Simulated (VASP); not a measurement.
Input of a VASP 6.6.1 run:

Contents of INCAR:

```
SYSTEM = AlN
  PREC = Accurate
  ENCUT = 520
  EDIFF = 1E-6
  ISMEAR = 0
  SIGMA = 0.05
  LREAL = .FALSE.
  LASPH = .TRUE.
  NELM = 60
  ALGO = Normal
  ISIF = 2
  LWAVE = .FALSE.
  LCHARG = .FALSE.
  GGA = PS
  NBANDS = 16
```

File KPOINTS:

```
regular mesh
0
G
  9 9 6
  0 0 0
```

POSCAR

```
AlN
1.0
    3.3214000000      0.0000000000      0.0000000000
   -1.6607000000      2.8764167761      0.0000000000
    0.0000000000      0.0000000000      4.3069000000
Al N
2 2
Direct
    0.3333333333      0.6666666667      0.7500000000
    0.6666666667      0.3333333333      0.2500000000
    0.3333333333      0.6666666667      0.2500000000
    0.6666666667      0.3333333333      0.7500000000
```

Potentials or basis: VASP PAW PBE potentials, release 64 (Al, N).

Command:

```console
$ cat potpaw_PBE.64/Al/POTCAR potpaw_PBE.64/N/POTCAR > POTCAR
$ mpirun -np 1 vasp_std > vasp.out
```

Predict the band gap on the k mesh.

2.87 eV, direct.

Estimate the pressure.

-9.0 GPa.

Stress tensor (GPa, compression positive):
```
 -8.02   0.00   0.00
  0.00  -8.02   0.00
  0.00   0.00 -11.05
```

Caveat: the PAW data sets were made with another functional, which shifts forces and pressure a little. Expect the measured gap to be larger: semilocal functionals such as PBEsol lack the derivative discontinuity.
